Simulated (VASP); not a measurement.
# WSe2 (P1) in VASP: a series of runs

WSe2 is run at these levels: PBE; tasks: single point.

Program: VASP 6.6.1. These are calculated values, not measurements. Logs are shortened: lines on timing, memory, paths and dates and some standing lists are left out, and cuts for length are marked.

### 1 The cell of the first run

The typed cell holds 6 atoms: a = 3.321 Å, b = 3.321 Å, c = 15.261 Å, α = 89.38°, β = 88.75°, γ = 60.00°.

### 2 Single point, PBE

Contents of INCAR:

```
ALGO = Normal
EDIFF = 1E-6
ENCUT = 520
GGA = PE
ISIF = 2
ISMEAR = 0
LASPH = True
LCHARG = False
LREAL = False
LWAVE = False
NBANDS = 35
NELM = 100
PREC = Accurate
SIGMA = 0.05
```

Contents of KPOINTS:

```
k-points
0
Gamma
  9 9 2
```

Contents of POSCAR:

```
WSe2
1.0
   -3.3206937274      0.0000000000      0.0000000000
   -1.6603468637     -2.8758051261      0.0000000000
   -0.3320693727      0.0000000000     15.2573262715
W Se
2 4
Direct
    0.3278333333      0.3333333333      0.0550000000
    0.6111666667      0.6666666667      0.5550000000
    0.2888313410      0.3333333333      0.4450199235
    0.5721646743      0.6666666667      0.9450199235
    0.2668353257      0.3333333333      0.6649800765
    0.6501686590      0.6666666667      0.1649800765
```

Potentials or basis: VASP PAW PBE potentials, release 64 (W_sv, Se).

Run with:

```sh
> cat potpaw_PBE.64/W_sv/POTCAR potpaw_PBE.64/Se/POTCAR > POTCAR
> mpirun -np 1 vasp_std > vasp.out
```

OUTCAR:

```text
EDIFF = 1E-6
   ENCUT = 520
   GGA = PE
   ISIF = 2
   ISMEAR = 0
   LASPH = True
   LREAL = False
   NELM = 100
   PREC = Accurate

 ion  position               nearest neighbor table
   1  0.328  0.333  0.055-   4 2.34   6 2.55   6 2.55   6 2.55   4 2.57   4 2.78
   2  0.611  0.667  0.555-   3 2.55   5 2.55   5 2.55   3 2.55   3 2.55   5 2.55
   3  0.289  0.333  0.445-   2 2.55   2 2.55   2 2.55
   4  0.572  0.667  0.945-   1 2.34   1 2.57   1 2.78
   5  0.267  0.333  0.665-   2 2.55   2 2.55   2 2.55
   6  0.650  0.667  0.165-   1 2.55   1 2.55   1 2.55

  LATTYP: Found a base centered monoclinic cell.
 ALAT       =     3.3206937274
 B/A-ratio  =     1.7320508076
 C/A-ratio  =     4.5957082382
 COS(beta)  =    -0.0217594318

  Lattice vectors:

 A1 = (   1.6603468637,  -2.8758051261,   0.0000000000)
 A2 = (   1.6603468637,   2.8758051261,   0.0000000000)
 A3 = (  -0.3320693727,   0.0000000000,  15.2573262715)

Analysis of symmetry for initial positions (statically):
=====================================================================
 Subroutine PRICEL returns:
 Original cell was already a primitive cell.

 Routine SETGRP: Setting up the symmetry group for a
 base centered monoclinic supercell.

 Subroutine GETGRP returns: Found  1 space group operations
 (whereof  1 operations were pure point group operations)
 out of a pool of  4 trial point group operations.

The static configuration has the point symmetry C_1 .

Analysis of symmetry for dynamics (positions and initial velocities):
=====================================================================
 Subroutine PRICEL returns:
 Original cell was already a primitive cell.

 Routine SETGRP: Setting up the symmetry group for a
 base centered monoclinic supercell.

 Subroutine GETGRP returns: Found  1 space group operations
 (whereof  1 operations were pure point group operations)
 out of a pool of  4 trial point group operations.

The dynamic configuration has the point symmetry C_1 .

 Subroutine INISYM returns: Found  1 space group operations
 (whereof  1 operations are pure point group operations),
 and found     1 'primitive' translations

----------------------------------------------------------------------------------------

                                     Primitive cell
[... 99 lines left out ...]
   EDIFF  = 0.1E-05   stopping-criterion for ELM
   LREAL  =      F    real-space projection
   EDIFFG = 0.1E-04   stopping-criterion for IOM
   NSW    =      0    number of steps for IOM
   IBRION =     -1    ionic relax: 0-MD 1-quasi-New 2-CG
   NFREE  =      0    steps in history (QN), initial steepest desc. (CG)
   ISIF   =      2    stress and relaxation
   ISYM   =      2    0-nonsym 1-usesym 2-fastsym
   POTIM  = 0.5000    time-step for ionic-motion
   TEBEG  =    0.0;   TEEND  =   0.0 temperature during run
   PSTRESS=    0.0 pullay stress
   NELECT =      52.0000    total number of electrons
   NUPDOWN=      -1.0000    fix difference up-down
   EMIN   =  10.00;   EMAX   =-10.00  energy-range for DOS
   EFERMI =   0.00;   METHOD = LEGACY
   ISMEAR =     0;   SIGMA  =   0.05  broadening in eV -4-tet -1-fermi 0-gaus
   EFERMI_NEDOS =   21; number of points for ismear=-14 and -15
   IALGO  =     38    algorithm
   IMIX   =      4    mixing-type and parameters
     AMIX     =   0.40;   BMIX     =  1.00
     AMIX_MAG =   1.60;   BMIX_MAG =  1.00
  volume/ion in A,a.u.               =      24.28       163.87
  Fermi-wavevector in a.u.,A,eV,Ry     =   1.161236  2.194417 18.347025  1.348468
  Thomas-Fermi vector in A             =   2.297810
   LORBIT       =      0    0 simple, 1 ext, 2 COOP (PROOUT), +10 PAW based schemes
   GGA     = PE    functional components
   LHFCALC =     F    Hartree Fock is set to
   AEXX    =    0.0000 exact exchange contribution
   IVDW    =     0    specifies the selected vdW correction
   LEPSILON=     F    determine dielectric tensor
   LRPA    =     F    only Hartree local field effects (RPA)
 non-spin polarized calculation
 Gauss-broadening in eV      SIGMA  =   0.05
  energy-cutoff  :      520.00
  volume of cell :      145.70
 maximum number of plane-waves:      3949
 NGX is ok and might be reduce to    28
   NGX = 13   NGY = 13   NGZ = 57

 number of electron      51.9999999 magnetization

 Free energy of the ion-electron system (eV)
  ---------------------------------------------------
  ext. energy  EPLUGINS =         0.00000000
  ---------------------------------------------------
  free energy    TOTEN  =       -42.78803661 eV

  energy without entropy =      -42.78803661  energy(sigma->0) =      -42.78803661

 E-fermi :   4.5703     XC(G=0):  -9.5143

 val. band max:        4.2196548940   @ k =  -0.3333   0.3333  -0.0000
 cond. band min:       5.6092062490   @ k =  -0.1111   0.2222  -0.0000
 fundamental gap:      1.3895513550
 Fermi energy:         4.5703136112

 k-point     1 :       0.0000    0.0000    0.0000
  band No.  band energies     occupation
      1     -69.9444      2.00000
      2     -69.9255      2.00000
      3     -34.1796      2.00000
      4     -34.1636      2.00000
      5     -34.0701      2.00000
      6     -34.0617      2.00000
[... 901 lines left out ...]
     34       7.9104      0.00000
     35      10.0677      0.00000

 [... further k-points ...]

------------------------ aborting loop because EDIFF is reached ----------------------------------------

  FORCE on cell =-STRESS in cart. coord.  units (eV):
  Direction    XX          YY          ZZ          XY          YZ          ZX
  --------------------------------------------------------------------------------------
  -------------------------------------------------------------------------------------
  Total        0.7682149      0.8651232      2.2898078      1.1570153      1.2112767      4.5145203
  in kB        8.4474689      9.5130950     25.1792561     12.7228076     13.3194786     49.6427105
  external PRESSURE =      14.3799400 kB  Pullay stress =       0.0000000 kB

 VOLUME and BASIS-vectors are now :
 -----------------------------------------------------------------------------
  energy-cutoff  :      520.00
  volume of cell :      145.70
      direct lattice vectors                 reciprocal lattice vectors
    -3.320693727  0.000000000  0.000000000    -0.301141894  0.173864354 -0.006554228
    -1.660346864 -2.875805126  0.000000000     0.000000000 -0.347728708  0.000000000
    -0.332069373  0.000000000 15.257326272     0.000000000  0.000000000  0.065542283

 POSITION                                       TOTAL-FORCE (eV/Angst)
 -----------------------------------------------------------------------------------
     -1.66035     -0.95860      0.83915         2.876147      0.493617      1.088898
     -3.32069     -1.91720      8.46782        -0.000735      0.000085      0.000206
     -1.66035     -0.95860      6.78981         0.000082      0.000017     -0.048811
     -3.32069     -1.91720     14.41848        -2.781490     -0.607609     -1.183905
     -1.66035     -0.95860     10.14582        -0.000259     -0.000046      0.048859
     -3.32069     -1.91720      2.51715        -0.093744      0.113934      0.094753
 -----------------------------------------------------------------------------------
    total drift:                                0.000043      0.000058      0.000040

  FREE ENERGIE OF THE ION-ELECTRON SYSTEM (eV)
  ---------------------------------------------------
  free  energy   TOTEN  =       -42.7880366140 eV

  energy  without entropy=      -42.7880366140  energy(sigma->0) =      -42.78803661
```

OSZICAR:

```text
N       E                     dE             d eps       ncg     rms          rms(c)
DAV:   1     0.497535002037E+03    0.49754E+03   -0.27583E+04  6396   0.140E+03
DAV:   2    -0.129807205907E+02   -0.51052E+03   -0.49298E+03  6838   0.373E+02
DAV:   3    -0.440228499416E+02   -0.31042E+02   -0.30533E+02  7094   0.871E+01
DAV:   4    -0.448013210180E+02   -0.77847E+00   -0.77429E+00  7020   0.143E+01
DAV:   5    -0.448150097318E+02   -0.13689E-01   -0.13672E-01  6951   0.202E+00    0.289E+01
DAV:   6    -0.432234013047E+02    0.15916E+01   -0.66540E+00  6426   0.166E+01    0.101E+01
DAV:   7    -0.429778048762E+02    0.24560E+00   -0.30041E+00  6161   0.848E+00    0.567E+00
DAV:   8    -0.427863532277E+02    0.19145E+00   -0.40204E-01  6369   0.435E+00    0.124E+00
DAV:   9    -0.427889296295E+02   -0.25764E-02   -0.69030E-02  6815   0.124E+00    0.880E-01
DAV:  10    -0.427879000934E+02    0.10295E-02   -0.12698E-02  6408   0.769E-01    0.129E-01
DAV:  11    -0.427879643995E+02   -0.64306E-04   -0.14231E-03  6300   0.243E-01    0.147E-01
DAV:  12    -0.427879708019E+02   -0.64024E-05   -0.81455E-05  6852   0.495E-02    0.871E-02
DAV:  13    -0.427880302709E+02   -0.59469E-04   -0.80883E-05  6127   0.483E-02    0.891E-03
DAV:  14    -0.427880348273E+02   -0.45564E-05   -0.57303E-06  6310   0.116E-02    0.595E-03
DAV:  15    -0.427880364341E+02   -0.16068E-05   -0.18471E-06  5162   0.690E-03    0.715E-03
DAV:  16    -0.427880366140E+02   -0.17991E-06   -0.39767E-07  3861   0.411E-03
   1 F= -.42788037E+02 E0= -.42788037E+02  d E =-.177730E-24
```

It took 6.4 min on 1 thread of Intel Xeon Platinum 8488C (Sapphire Rapids), shared host; peak memory 0.51 GiB.

Results:

* Free energy: -42.7880 eV
* Pressure: 1.4 GPa
* Largest force: 3.115 eV/Å
* Band gap on the k mesh: 1.39 eV (least direct gap 1.46 eV)

Forces in eV/Å, atoms in the order of the input:
```
W    2.876  0.494  1.089
W   -0.001  0.000  0.000
Se   0.000  0.000 -0.049
Se  -2.781 -0.608 -1.184
Se   0.000  0.000  0.049
Se  -0.094  0.114  0.095
```

Levels at points of the mesh, in eV from the valence-band top:
```tsv
k point	band 24	band 25	band 26	band 27	band 28	band 29
(0.00, 0.00, 0.00)	-0.76	-0.50	-0.13	1.83	2.54	2.81
(0.00, 0.00, 0.50)	-0.71	-0.34	-0.24	1.83	2.54	2.81
```

Caveat: spin-orbit coupling is left out, which moves the levels of the heavy elements; an odd mesh through Γ misses points on the zone boundary, where band edges can lie; forces of over 1 eV/Å act on the atoms, so gaps and moduli don't describe the material at rest.

### 3 Single point, PBE

Contents of INCAR:

```
SYSTEM = WSe2
  PREC = Accurate
  ENCUT = 520
  EDIFF = 1E-6
  ISMEAR = 0
  SIGMA = 0.05
  LREAL = .False.
  LASPH = .True.
  NELM = 100
  ALGO = Normal
  ISIF = 2
  LWAVE = .False.
  LCHARG = .True.
  GGA = PE
  LELF = .True.
  LVHAR = .True.
  NBANDS = 35
```

Contents of KPOINTS:

```
regular mesh
0
Gamma
  9 9 2
  0 0 0
```

Contents of POSCAR:

```
WSe2
1.0
   -3.3206937274      0.0000000000      0.0000000000
   -1.6603468637     -2.8758051261      0.0000000000
   -0.9962081182      0.0000000000     15.2573262715
W Se
2 4
Direct
    0.3168333333      0.3333333333      0.0550000000
    0.5001666667      0.6666666667      0.5550000000
    0.1998273563      0.3333333333      0.4450199235
    0.3831606896      0.6666666667      0.9450199235
    0.1338393104      0.3333333333      0.6649800765
    0.6171726437      0.6666666667      0.1649800765
```

Potentials or basis: VASP PAW PBE potentials, release 64 (W_sv, Se).

Run with:

```sh
> cat potpaw_PBE.64/W_sv/POTCAR potpaw_PBE.64/Se/POTCAR > POTCAR
> mpirun -np 1 vasp_std > vasp.out
```

Wall time 6.5 min (1 thread of Intel Xeon Platinum 8488C (Sapphire Rapids), shared host); peak memory 0.51 GiB.

Results (log left out):

```yaml
Free_energy: -40.0062 eV
Pressure: 9.1 GPa
Largest_force: 11.296 eV/Å
Band_gap_on_the_k_mesh: 0.03 eV (least direct gap 0.66 eV)
```

Forces on the atoms (eV/Å):
```
W    3.721  4.310  8.991
W   -0.001  0.000  0.002
Se   0.000  0.000 -0.052
Se  -4.045 -4.989 -9.292
Se   0.000 -0.001  0.051
Se   0.326  0.680  0.300
```

Stress tensor (GPa, compression positive):
```
 2.21  2.67  8.07
 2.67  7.19 10.47
 8.07 10.47 17.82
```

Levels at points of the mesh, in eV from the valence-band top:
```tsv
k point	band 23	band 24	band 25	band 26	band 27	band 28	band 29	band 30
(0.00, 0.00, 0.00)	-2.00	-1.22	-1.08	-0.73	0.49	1.43	2.13	2.13
(0.00, 0.00, 0.50)	-2.00	-1.26	-0.97	-0.77	0.49	1.44	2.13	2.13
```

Caveat: the cell stands under pressure; spin-orbit coupling is left out, which moves the levels of the heavy elements; an odd mesh through Γ misses points on the zone boundary, where band edges can lie; forces of over 1 eV/Å act on the atoms, so gaps and moduli don't describe the material at rest.
